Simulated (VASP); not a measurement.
# KBr (Fm-3m) in VASP: further runs

KBr is run at these levels: PBEsol; tasks: single point, relaxation of cell and atoms.

Program: VASP 6.6.1. These are calculated values, not measurements. Logs are shortened: lines on timing, memory, paths and dates and some standing lists are left out, and cuts for length are marked.

**1. The cell of the first run**

The structure is cubic, space group Fm-3m (No. 225). The conventional cell has a = 6.334 Å, b = 6.334 Å, c = 6.334 Å, α = 90.00°, β = 90.00°, γ = 90.00°. Within 4.2 Å of K (site symmetry m-3m) lie 6 Br at 3.17 Å. Br (site symmetry m-3m) has 6 K at 3.17 Å within 4.2 Å.

**2. Single point, PBEsol, non-collinear spin, zero start, spin-orbit coupling**

Input file INCAR:

```
SYSTEM = KBr
PREC = Accurate
ENCUT = 520
EDIFF = 1E-6
ISMEAR = 0
SIGMA = 0.01
LREAL = .FALSE.
LASPH = .TRUE.
NELM = 150
ALGO = Normal
ISIF = 2
LWAVE = .FALSE.
LCHARG = .FALSE.
MAGMOM = 0 0 0 0 0 0
LORBIT = 11
LSORBIT = .TRUE.
GGA_COMPAT = .FALSE.
LORBMOM = .TRUE.
GGA = PS
NBANDS = 28
```

Input file KPOINTS:

```
regular mesh
0
G
  6 6 6
  0 0 0
```

Input file POSCAR:

```
KBr
1.0
    3.1671755782      3.1671755782      0.0000000000
   -3.1671755782      3.1671755782      0.0000000000
    0.0000000000      3.1671755782      3.1671755782
K Br
1 1
Direct
    0.0000000000      0.0000000000      0.0000000000
    0.5000000000      0.5000000000      0.0000000000
```

Potentials or basis: VASP PAW PBE potentials, release 64 (K_sv, Br).

Started as:

```sh
> cat potpaw_PBE.64/K_sv/POTCAR potpaw_PBE.64/Br/POTCAR > POTCAR
> mpirun -np 1 vasp_ncl > vasp.out
```

OUTCAR:

```text
SYSTEM = KBr
   PREC = Accurate
   ENCUT = 520
   EDIFF = 1E-6
   ISMEAR = 0
   LREAL = .FALSE.
   LASPH = .TRUE.
   NELM = 150
   ISIF = 2
   LORBIT = 11
   LSORBIT = .TRUE.
   GGA = PS

 ion  position               nearest neighbor table
   1  0.000  0.000  0.000-   2 3.17   2 3.17   2 3.17   2 3.17   2 3.17   2 3.17
   2  0.500  0.500  0.000-   1 3.17   1 3.17   1 3.17   1 3.17   1 3.17   1 3.17

  LATTYP: Found a face centered cubic cell.
 ALAT       =     6.3343511564

  Lattice vectors:

 A1 = (   0.0000000000,   3.1671755782,   3.1671755782)
 A2 = (   3.1671755782,   0.0000000000,   3.1671755782)
 A3 = (   3.1671755782,   3.1671755782,   0.0000000000)

Analysis of symmetry for initial positions (statically):
=====================================================================
 Subroutine PRICEL returns:
 Original cell was already a primitive cell.

 Routine SETGRP: Setting up the symmetry group for a
 face centered cubic supercell.

 Subroutine GETGRP returns: Found 48 space group operations
 (whereof 48 operations were pure point group operations)
 out of a pool of 48 trial point group operations.

The static configuration has the point symmetry O_h .

Analysis of symmetry for dynamics (positions and initial velocities):
=====================================================================
 Subroutine PRICEL returns:
 Original cell was already a primitive cell.

 Routine SETGRP: Setting up the symmetry group for a
 face centered cubic supercell.

 Subroutine GETGRP returns: Found 48 space group operations
 (whereof 48 operations were pure point group operations)
 out of a pool of 48 trial point group operations.

The dynamic configuration has the point symmetry O_h .

Analysis of structural, dynamic, and magnetic symmetry:
=====================================================================
 Subroutine PRICEL returns:
 Original cell was already a primitive cell.

 Routine SETGRP: Setting up the symmetry group for a
 face centered cubic supercell.

 Subroutine GETGRP returns: Found 48 space group operations
 (whereof 48 operations were pure point group operations)
 out of a pool of 48 trial point group operations.

The overall configuration has the point symmetry O_h .

 Subroutine INISYM returns: Found 48 space group operations
 (whereof 48 operations are pure point group operations),
 and found     1 'primitive' translations

----------------------------------------------------------------------------------------

                                     Primitive cell

  volume of cell :      63.5399

  direct lattice vectors                    reciprocal lattice vectors
     3.167175578  3.167175578  0.000000000     0.157869366  0.157869366 -0.157869366
    -3.167175578  3.167175578  0.000000000    -0.157869366  0.157869366 -0.157869366
     0.000000000  3.167175578  3.167175578     0.000000000  0.000000000  0.315738732

  length of vectors
     4.479062657  4.479062657  4.479062657     0.273437763  0.273437763  0.315738732

  position of ions in fractional coordinates (direct lattice)
     0.000000000  0.000000000  0.000000000
     0.500000000  0.500000000  0.000000000

  ion indices of the primitive-cell ions
   primitive index   ion index
                 1           1
                 2           2

----------------------------------------------------------------------------------------

 KPOINTS: regular mesh

Automatic generation of k-mesh.
 Grid dimensions read from file:
 generate k-points for:    6    6    6

 Generating k-lattice:

  Cartesian coordinates                     Fractional coordinates (reciprocal lattice)
     0.026311561  0.026311561 -0.026311561     0.166666667  0.000000000  0.000000000
[... 88 lines left out ...]
 number of electron      15.9999999 magnetization       0.0000000      0.0000000      0.0000000

 number of electron      15.9999999 magnetization      -0.0000000     -0.0000000      0.0000000

 number of electron      15.9999999 magnetization       0.0000000      0.0000000     -0.0000000

 Free energy of the ion-electron system (eV)
  ---------------------------------------------------
  ext. energy  EPLUGINS =         0.00000000
  ---------------------------------------------------
  free energy    TOTEN  =        -6.44804464 eV

  energy without entropy =       -6.44804464  energy(sigma->0) =       -6.44804464

 E-fermi :  -1.0145     XC(G=0):  -8.0751

 val. band max:       -1.1308679208   @ k =   0.0000   0.0000   0.0000
 cond. band min:       3.3094276865   @ k =   0.0000   0.0000   0.0000
 fundamental gap:      4.4402956073
 Fermi energy:        -1.0145285500

 k-point     1 :       0.0000    0.0000    0.0000
  band No.  band energies     occupation
      1     -28.6684      1.00000
      2     -28.6684      1.00000
      3     -13.7740      1.00000
      4     -13.7740      1.00000
      5     -12.3997      1.00000
      6     -12.3997      1.00000
[... 485 lines left out ...]
     27       9.8870      0.00000
     28       9.8870      0.00000

------------------------ aborting loop because EDIFF is reached ----------------------------------------

  FORCE on cell =-STRESS in cart. coord.  units (eV):
  Direction    XX          YY          ZZ          XY          YZ          ZX
  --------------------------------------------------------------------------------------
  -------------------------------------------------------------------------------------
  Total        0.8273732      0.8273732      0.8273732      0.0000000     -0.0000000      0.0000000
  in kB       20.8624650     20.8624650     20.8624650      0.0000000     -0.0000000      0.0000000
  external PRESSURE =      20.8624650 kB  Pullay stress =       0.0000000 kB

 VOLUME and BASIS-vectors are now :
 -----------------------------------------------------------------------------
  energy-cutoff  :      520.00
  volume of cell :       63.54
      direct lattice vectors                 reciprocal lattice vectors
     3.167175578  3.167175578  0.000000000     0.157869366  0.157869366 -0.157869366
    -3.167175578  3.167175578  0.000000000    -0.157869366  0.157869366 -0.157869366
     0.000000000  3.167175578  3.167175578     0.000000000  0.000000000  0.315738732

 POSITION                                       TOTAL-FORCE (eV/Angst)
 -----------------------------------------------------------------------------------
      0.00000      0.00000      0.00000        -0.000000     -0.000000      0.000000
      0.00000      3.16718      0.00000         0.000000      0.000000      0.000000
 -----------------------------------------------------------------------------------
    total drift:                               -0.000000      0.000000      0.000000

  FREE ENERGIE OF THE ION-ELECTRON SYSTEM (eV)
  ---------------------------------------------------
  free  energy   TOTEN  =        -6.4480446447 eV

  energy  without entropy=       -6.4480446447  energy(sigma->0) =       -6.44804464

 orbital moment (x)

 # of ion     p       d       tot
 ----------------------------------------
  1         0.000   0.000   0.000
  2        -0.000  -0.000  -0.000
 ----------------------------------------
           -0.000   0.000   0.000

 orbital moment (y)

 # of ion     p       d       tot
 ----------------------------------------
  1         0.000   0.000   0.000
  2         0.000   0.000   0.000
 ----------------------------------------
            0.000   0.000   0.000

 orbital moment (z)

 # of ion     p       d       tot
 ----------------------------------------
  1         0.000   0.000   0.000
  2         0.000  -0.000  -0.000
 ----------------------------------------
            0.000  -0.000  -0.000

 Spin-Orbit-Coupling matrix elements

 Ion:    1  E_soc:     -0.0081916
 l=   1
     0.0000000    -0.0013638    -0.0013638
    -0.0013638     0.0000000    -0.0013638
    -0.0013638    -0.0013638     0.0000000
 l=   2
     0.0000000     0.0000002     0.0000000     0.0000002    -0.0000017
     0.0000002     0.0000000    -0.0000012     0.0000002    -0.0000004
     0.0000000    -0.0000012     0.0000000    -0.0000012     0.0000000
     0.0000002     0.0000002    -0.0000012     0.0000000    -0.0000004
    -0.0000017    -0.0000004     0.0000000    -0.0000004     0.0000000
 l=   3
     0.0000000     0.0000000     0.0000000     0.0000000     0.0000000     0.0000000     0.0000000
     0.0000000     0.0000000     0.0000000     0.0000000     0.0000000     0.0000000     0.0000000
     0.0000000     0.0000000     0.0000000     0.0000000     0.0000000     0.0000000     0.0000000
     0.0000000     0.0000000     0.0000000     0.0000000     0.0000000     0.0000000     0.0000000
     0.0000000     0.0000000     0.0000000     0.0000000     0.0000000     0.0000000     0.0000000
     0.0000000     0.0000000     0.0000000     0.0000000     0.0000000     0.0000000     0.0000000
     0.0000000     0.0000000     0.0000000     0.0000000     0.0000000     0.0000000     0.0000000

 Ion:    2  E_soc:     -0.0508669
 l=   1
     0.0000000    -0.0084775    -0.0084775
    -0.0084775     0.0000000    -0.0084775
    -0.0084775    -0.0084775     0.0000000
 l=   2
     0.0000000    -0.0000001     0.0000000    -0.0000001    -0.0000002
    -0.0000001     0.0000000    -0.0000002    -0.0000001    -0.0000001
     0.0000000    -0.0000002     0.0000000    -0.0000002     0.0000000
    -0.0000001    -0.0000001    -0.0000002     0.0000000    -0.0000001
    -0.0000002    -0.0000001     0.0000000    -0.0000001     0.0000000
 l=   3
     0.0000000     0.0000000     0.0000000     0.0000000     0.0000000     0.0000000     0.0000000
     0.0000000     0.0000000     0.0000000     0.0000000     0.0000000     0.0000000     0.0000000
     0.0000000     0.0000000     0.0000000     0.0000000     0.0000000     0.0000000     0.0000000
     0.0000000     0.0000000     0.0000000     0.0000000     0.0000000     0.0000000     0.0000000
     0.0000000     0.0000000     0.0000000     0.0000000     0.0000000     0.0000000     0.0000000
     0.0000000     0.0000000     0.0000000     0.0000000     0.0000000     0.0000000     0.0000000
     0.0000000     0.0000000     0.0000000     0.0000000     0.0000000     0.0000000     0.0000000

 total charge

# of ion       s       p       d       tot
------------------------------------------
    1        1.960   5.574   0.035   7.569
    2        1.593   3.303   0.002   4.897
--------------------------------------------------
tot          3.553   8.877   0.036  12.466

 magnetization (x)

# of ion       s       p       d       tot
------------------------------------------
    1       -0.000   0.000   0.000  -0.000
    2        0.000   0.000   0.000   0.000
--------------------------------------------------
tot         -0.000   0.000   0.000  -0.000

 magnetization (y)

# of ion       s       p       d       tot
------------------------------------------
    1        0.000   0.000   0.000   0.000
    2        0.000  -0.000   0.000  -0.000
--------------------------------------------------
tot          0.000  -0.000   0.000  -0.000

 magnetization (z)

# of ion       s       p       d       tot
------------------------------------------
    1        0.000   0.000  -0.000  -0.000
    2        0.000   0.000  -0.000   0.000
--------------------------------------------------
tot          0.000   0.000  -0.000   0.000
```

Wall time 77 s (1 thread of Intel Xeon Platinum 8488C (Sapphire Rapids), shared host); peak memory 0.39 GiB.

Results:

- Free energy: -6.4480 eV
- Pressure: 2.1 GPa
- Net moment: 0.00 μB per cell
- Valence electrons inside the program's atomic spheres: K 7.57; Br 4.90

Moments on the atoms (μB; x, y, z):
```
K   0.00 0.00 0.00
Br  0.00 0.00 0.00
```

Caveat: the PAW data sets were made with another functional, which shifts forces and pressure a little.

**3. Single point, PBEsol, non-collinear spin, zero start, spin-orbit coupling**

This run uses another cell than the first one, of 35.11 Å³/atom, 1.105 times its volume.

Input file INCAR:

```
ALGO     = Normal         # electronic algorithm
EDIFF    = 1E-6           # SCF threshold, eV
ENCUT    = 520            # plane-wave cutoff, eV
GGA      = PS             # functional
GGA_COMPAT= F            
ISIF     = 2              # what is computed and relaxed
ISMEAR   = 0              # smearing method
LASPH    = T              # aspherical terms in the spheres
LCHARG   = F              # write CHGCAR
LORBIT   = 11             # projections on sites
LORBMOM  = T            
LREAL    = F              # projectors in reciprocal space
LSORBIT  = T              # spin-orbit coupling
LWAVE    = F              # write WAVECAR
MAGMOM   = 0 0 0 0 0 0    # initial moments
NBANDS   = 28             # bands
NELM     = 150            # most SCF steps
PREC     = Accurate       # precision mode
SIGMA    = 0.01           # smearing width, eV
```

Input file KPOINTS:

```
k-points
0
Gamma
  6 6 6
```

Input file POSCAR:

```
KBr
1.0
    3.2745281208      3.2745281208      0.0000000000
   -3.2745281208      3.2745281208      0.0000000000
    0.0000000000      3.2745281208      3.2745281208
K Br
1 1
Direct
    0.0000000000      0.0000000000      0.0000000000
    0.5000000000      0.5000000000      0.0000000000
```

Potentials or basis: VASP PAW PBE potentials, release 64 (K_sv, Br).

Started as:

```sh
> cat potpaw_PBE.64/K_sv/POTCAR potpaw_PBE.64/Br/POTCAR > POTCAR
> mpirun -np 1 vasp_ncl > vasp.out
```

It took 74 s on 1 thread of Intel Xeon Platinum 8488C (Sapphire Rapids), shared host; peak memory 0.4 GiB.

It converged, with:

- Free energy: -6.4895 eV
- Pressure: 0.1 GPa
- Net moment: 0.00 μB per cell
- Valence electrons inside the program's atomic spheres: K 7.55; Br 4.88

Moments on the atoms (μB; x, y, z):
```
K   0.00 0.00 0.00
Br  0.00 0.00 0.00
```

Caveat: the PAW data sets were made with another functional, which shifts forces and pressure a little.

**4. Single point, PBEsol, non-collinear spin, zero start, spin-orbit coupling**

This run uses another cell than the first one, of 35.11 Å³/atom, 1.105 times its volume.

Input file INCAR:

```
SYSTEM = KBr
PREC     = Accurate       ! precision mode
ENCUT    = 520            ! plane-wave cutoff, eV
EDIFF    = 1E-7           ! SCF threshold, eV
ISMEAR   = 0              ! smearing method
SIGMA    = 0.01           ! smearing width, eV
LREAL    = .FALSE.        ! projectors in reciprocal space
LASPH    = .TRUE.         ! aspherical terms in the spheres
NELM     = 150            ! most SCF steps
ALGO     = Normal         ! electronic algorithm
ISIF     = 2              ! what is computed and relaxed
LWAVE    = .FALSE.        ! write WAVECAR
LCHARG   = .TRUE.         ! write CHGCAR
LNONCOLLINEAR= .TRUE.         ! non-collinear magnetism
MAGMOM   = 0 0 0 0 0 0    ! initial moments
LORBIT   = 11             ! projections on sites
LSORBIT  = .TRUE.         ! spin-orbit coupling
GGA_COMPAT= .FALSE.      
LORBMOM  = .TRUE.       
GGA      = PS             ! functional
LVHAR    = .TRUE.       
NBANDS   = 28             ! bands
```

Input file KPOINTS:

```
Automatic mesh
0
G
  6 6 6
  0 0 0
```

POSCAR is that of step 3.

Started as:

```sh
> cat potpaw_PBE.64/K_sv/POTCAR potpaw_PBE.64/Br/POTCAR > POTCAR
> mpirun -np 1 vasp_ncl > vasp.out
```

It took 87 s on 1 thread of Intel Xeon Platinum 8488C (Sapphire Rapids), shared host; peak memory 0.39 GiB.

Results (log left out):

```
Free energy                                           : -6.4895 eV
Pressure                                              : 0.1 GPa
Net moment                                            : 0.00 μB per cell
Valence electrons inside the program's atomic spheres : K 7.55; Br 4.88
```

Moments on the atoms (μB; x, y, z):
```
K   0.00 0.00 0.00
Br  0.00 0.00 0.00
```

Caveat: the PAW data sets were made with another functional, which shifts forces and pressure a little.

**5. Relaxation of cell and atoms, PBEsol**

This run uses another cell than the first one, of 35.94 Å³/atom, 1.131 times its volume.

Input file INCAR:

```
SYSTEM = KBr
  ALGO = Normal
  EDIFF = 1E-7
  EDIFFG = -0.002
  ENCUT = 600
  GGA = PS
  IBRION = 2
  ISIF = 3
  ISMEAR = -1
  LASPH = .TRUE.
  LCHARG = .FALSE.
  LREAL = .FALSE.
  LWAVE = .FALSE.
  NELM = 60
  NSW = 100
  PREC = Accurate
  SIGMA = 0.05
```

Input file KPOINTS:

```
k-points
0
G
  10 10 10
  0 0 0
```

Input file POSCAR:

```
KBr
1.0
    3.3000000000      3.3000000000      0.0000000000
   -3.3000000000      3.3000000000      0.0000000000
    0.0000000000      3.3000000000      3.3000000000
K Br
1 1
Direct
    0.0000000000      0.0000000000      0.0000000000
    0.5000000000      0.5000000000      0.0000000000
```

Started as:

```sh
> cat potpaw_PBE.64/K_sv/POTCAR potpaw_PBE.64/Br/POTCAR > POTCAR
> mpirun -np 1 vasp_std > vasp.out
```

Wall time 2.1 min (1 thread of Intel Xeon Platinum 8488C (Sapphire Rapids), shared host); peak memory 0.27 GiB.

The run converged. Its results:

```
Free energy                            : -6.4600 eV
Relaxed volume                         : 35.28 Å³/atom
Relaxed cell                           : a = 4.638 Å, b = 4.638 Å, c = 4.638 Å, α = 60.00°, β = 60.00°, γ = 90.00°
Space group after relaxing (to 0.05 Å) : Fm-3m (No. 225)
Energy gained by relaxing              : 0.6 meV/atom
Ionic steps                            : 4
Pressure after relaxing                : 0.0 GPa
Band gap on the k mesh                 : 4.32 eV, direct
```

Step by step:
```csv
step,energy change (eV),largest force (eV/Å),pressure (GPa),volume (Å³)
1,0.0000,0.0000,-0.28,71.87
2,-0.0009,0.0000,-0.14,71.23
3,-0.0011,0.0000,-0.04,70.75
4,-0.0012,0.0000,0.00,70.56
```

Final structure:
```
K Br
1.0
     3.27971    3.27971    0.00000
    -3.27971    3.27971    0.00000
     0.00000    3.27971    3.27971
K Br
1 1
Direct
  0.00000 0.00000 0.00000
  0.50000 0.50000 0.00000
```

Levels at points of the mesh, in eV from the valence-band top:
```
           k point  band 5  band 6  band 7  band 8  band 9  band 10  band 11  band 12
(0.00, 0.00, 0.00)  -11.12    0.00    0.00    0.00    4.32     7.53     7.53     7.53
(0.50, 0.00, 0.00)  -10.88   -1.25   -0.36   -0.36    6.47     8.19     9.77     9.77
(0.50, 0.50, 0.00)  -11.16   -0.85   -0.30   -0.30    5.72     7.16     9.36     9.45
```

Caveat: the PAW data sets were made with another functional, which shifts forces and pressure a little.

**6. The runs side by side**

| task | spin | cell | k mesh | cutoff (eV) | smearing | pressure (GPa) | moment (μB) |
| --- | --- | --- | --- | --- | --- | --- | --- |
| single point | non-collinear, zero start, SOC | a = 4.479 Å, angles 60.0, 60.0, 90.0°, 2 atoms | 6 × 6 × 6 | 520 | gaussian 0.01 eV | 2.1 | 0.00 |
| single point | non-collinear, zero start, SOC | a = 4.631 Å, angles 60.0, 60.0, 90.0°, 2 atoms | 6 × 6 × 6 | 520 | gaussian 0.01 eV | 0.1 | 0.00 |
| relaxation of cell and atoms | off | relaxed from a = 4.667 Å, angles 60.0, 60.0, 90.0°, 2 atoms | 10 × 10 × 10 | 600 | fermi-dirac 0.05 eV | 0.0 | - |

Alike in all rows: level PBEsol; potentials or basis VASP PAW PBE potentials, release 64 (K_sv, Br).

Caveats: the PAW data sets were made with another functional, which shifts forces and pressure a little.

Absolute energies hang on the potentials; compare differences alone.
